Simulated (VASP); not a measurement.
Wanted: the native input for a VASP 6.6.1 run.

| Quantity | Value |
| --- | --- |
| Task | single point |
| Functional | HSE06 |
| Potentials or basis | VASP PAW PBE potentials, release 64 (Li_sv, H) |
| Cutoff | 520 eV |
| k mesh | 6 × 6 × 6 |
| Occupations | gaussian, width 0.01 eV |
| Spin | no spin polarisation |
| Dipole correction | no |
| Grid for exact exchange (PRECFOCK) | Normal |
| Further INCAR settings | ALGO = Normal; EDIFF = 1e-07; NBANDS = 9 |
| Screening parameter | 0.2079 1/Å |

LiH:

```xyz
2
Lattice="0.0000 2.1451 2.1451 2.1451 0.0000 2.1451 2.1451 2.1451 0.0000" Properties=species:S:1:pos:R:3 pbc="T T T"
Li    0.0000    0.0000    0.0000
H     1.0726    1.0726    1.0726
```

The input as run:

POSCAR

```
LiH
1.0
    0.0000000000      2.1451220117      2.1451220117
    2.1451220117      0.0000000000      2.1451220117
    2.1451220117      2.1451220117      0.0000000000
Li H
1 1
Direct
    0.0000000000      0.0000000000      0.0000000000
    0.2500000000      0.2500000000      0.2500000000
```

INCAR.step1

```
SYSTEM = LiH
ALGO = Normal
EDIFF = 1E-5
ENCUT = 520
GGA = PE
ISIF = 2
ISMEAR = 0
LASPH = .TRUE.
LREAL = .FALSE.
LWAVE = .TRUE.
NBANDS = 9
NELM = 100
PREC = Accurate
SIGMA = 0.01
```

INCAR.step2

```
SYSTEM = LiH
ALGO = Normal
EDIFF = 1E-7
ENCUT = 520
GGA = PE
HFSCREEN = 0.2079
ISIF = 2
ISMEAR = 0
ISTART = 1
LASPH = .TRUE.
LCHARG = .TRUE.
LELF = .TRUE.
LHFCALC = .TRUE.
LREAL = .FALSE.
LVHAR = .TRUE.
LWAVE = .FALSE.
NBANDS = 9
NELM = 100
PREC = Accurate
PRECFOCK = Normal
SIGMA = 0.01
```

KPOINTS

```
k-points
0
G
  6 6 6
  0 0 0
```

Potentials or basis: VASP PAW PBE potentials, release 64 (Li_sv, H).

Launch:

```bash
$ cat potpaw_PBE.64/Li_sv/POTCAR potpaw_PBE.64/H/POTCAR > POTCAR
$ cp INCAR.step1 INCAR
$ mpirun -np 1 vasp_std > vasp.out
$ cp INCAR.step2 INCAR
$ mpirun -np 1 vasp_std > vasp.out
```

Results of the run:

```json
{"Band gap on the k mesh": "5.35 eV, indirect (least direct gap 6.42 eV)"}
```

Caveat: the k points lie up to 0.42 Å⁻¹ apart.

Run time: 5.7 min on 1 thread of AMD EPYC 7R43 64-Core Processor (Zen 3) (shared host), peak memory 0.19 GiB.
